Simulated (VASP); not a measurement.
# Zn: single point with r2SCAN

The system is Zn.

```
Zn
1.0
     2.60155    0.00000    0.00000
    -1.30077    2.25301    0.00000
     0.00000    0.00000    4.94913
Zn
2
Direct
  0.33333 0.66667 0.25000
  0.66667 0.33333 0.75000
```

| Quantity | Value |
| --- | --- |
| Program | VASP 6.6.1 |
| Task | single point |
| Functional | r2SCAN |
| Potentials or basis | VASP PAW PBE potentials, release 64 (Zn) |
| Cutoff | 520 eV |
| k mesh | 18 × 18 × 8 |
| Occupations | fermi-dirac, width 0.15 eV |
| Spin | no spin polarisation |
| Dipole correction | no |
| Further INCAR settings | ALGO = Normal; EDIFF = 1e-06; NBANDS = 19 |

* Pressure: 0.5 GPa
* Band gap on the k mesh: zero (band 12 reaches 5.09 eV, above the bottom of band 13 at -0.07 eV)

Stress tensor (GPa, compression positive):
```
0.62 0.00 0.00
0.00 0.62 0.00
0.00 0.00 0.14
```

Levels at points of the mesh, in eV from the Fermi level:
```tsv
k point	band 9	band 10	band 11	band 12	band 13	band 14	band 15	band 16
(0.00, 0.00, 0.00)	-7.73	-7.52	-7.52	-4.19	-3.43	13.90	17.68	19.60
(0.50, 0.00, 0.00)	-7.29	-7.28	-3.11	-2.19	2.74	3.78	4.56	6.00
(0.00, 0.00, 0.50)	-7.61	-7.61	-7.61	-7.61	4.46	4.46	21.00	21.00
(0.50, 0.00, 0.50)	-7.28	-7.28	-2.16	-2.16	0.42	0.42	10.71	10.71
```

Wall time 3.7 min on 1 thread of Intel(R) Xeon(R) Platinum 8375C CPU @ 2.90GHz (Ice Lake), on a shared host, peak memory 0.21 GiB.

Caveat: the PAW data sets were made with another functional, which shifts forces and pressure a little.
